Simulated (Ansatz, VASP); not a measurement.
# One calculation of YTlF, two programs

```xyz
6
Lattice="4.2786 0.0000 0.0000 0.0000 4.2786 0.0000 0.0000 0.0000 6.0509" Properties=species:S:1:pos:R:3 pbc="T T T"
Y     2.1393    2.1393    3.0255
Y     0.0000    0.0000    3.0255
Tl    0.0000    0.0000    0.0000
Tl    2.1393    2.1393    0.0000
F     2.1393    0.0000    4.5382
F     0.0000    2.1393    1.5127
```

Alike in both runs: task single point; functional PBE; k mesh 4 × 4 × 4; occupations gaussian, width 0.1 eV; no spin polarisation.

|  | VASP | Ansatz |
| --- | --- | --- |
| version | VASP 6.6.1 | Ansatz 0.2.0 |
| potentials or method | VASP PAW PBE potentials, release 64 (Y_sv, Tl_d, F), cutoff 520 eV | scalar-relativistic, plane waves, PAW |
| valence electrons in the cell | 62 | 62 |

```csv
,VASP,Ansatz,Ansatz less VASP
gap on the k mesh at the Fermi level (eV),none,none,-
pressure (GPa),17.7,17.8,+0.14
"traceless stress, the component that is largest in VASP (GPa)",-0.68,-0.65,+0.030
rms of the force components (eV/Å),0.696,0.698,+0.0027
```

Atom by atom the forces differ by 0.003 eV/Å (rms over components). A gap of «none» marks a metal or a gap that the smearing closes.

The k mesh is coarse, so the values compare programs but aren't converged. Spin-orbit coupling is off throughout.
